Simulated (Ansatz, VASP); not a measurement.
Ni: VASP beside Ansatz

INCAR

```
ALGO = Normal
EDIFF = 1E-6
ENCUT = 520
ISIF = 2
ISMEAR = 0
ISPIN = 2
LASPH = T
LCHARG = F
LMAXMIX = 4
LORBIT = 11
LREAL = F
LWAVE = F
MAGMOM = 2
NBANDS = 15
NELM = 150
PREC = Accurate
SIGMA = 0.1
```

KPOINTS

```
k-points
0
Gamma
  8 8 8
```

POSCAR

```
Ni
1.0
    0.0000000000      1.7619350000      1.7619350000
    1.7619350000      0.0000000000      1.7619350000
    1.7619350000      1.7619350000      0.0000000000
Ni
1
Direct
    0.0000000000      0.0000000000      0.0000000000
```

Input for Ansatz:

```yaml
crystal:
  lattice:
    - [0.0, 1.761935, 1.761935]
    - [1.761935, 0.0, 1.761935]
    - [1.761935, 1.761935, 0.0]
  atoms:
    - { symbol: Ni, position: [0.0, 0.0, 0.0], spin: 2.0 }
basis:
  ecutwfc: 420
kpoints:
  mp_grid: { grid: [8, 8, 8] }
hamiltonian:
  xc: lda
scf:
  occupations: { method: gaussian, width: 0.1 }
  lower_state_search: "off"
output:
  forces: true
  stress: true
  eigenvalues: true
  populations: true
magnetization:
  spin_polarized: true
```

Alike in both runs: task single point; functional LDA; k mesh 8 × 8 × 8; occupations gaussian, width 0.1 eV; collinear spin.

|  | VASP | Ansatz |
| --- | --- | --- |
| version | VASP 6.6.1 | Ansatz 0.2.0 |
| potentials or method | VASP PAW LDA potentials, release 64 (Ni), cutoff 520 eV | scalar-relativistic, plane waves, PAW |
| valence electrons in the cell | 10 | 18 |

```tsv
	VASP	Ansatz	Ansatz less VASP
gap on the k mesh at the Fermi level (eV)	none	none	-
pressure (GPa)	-17.4	-17.6	-0.18
net moment per atom (μB)	0.70	0.70	0.000
size of the moment on the site where the two differ most (μB)	0.70	0.73	+0.025
```

LDA's correlation is that of Perdew and Zunger in VASP and of Perdew and Wang (1992) in Ansatz. Site moments also hang on the region over which each program counts them. A gap of «none» marks a metal or a gap that the smearing closes. VASP's potentials hold 10 valence electrons a cell and Ansatz's 18, so a difference there can come from the potentials and not from the codes.

The k mesh is coarse, so the values compare programs but aren't converged.
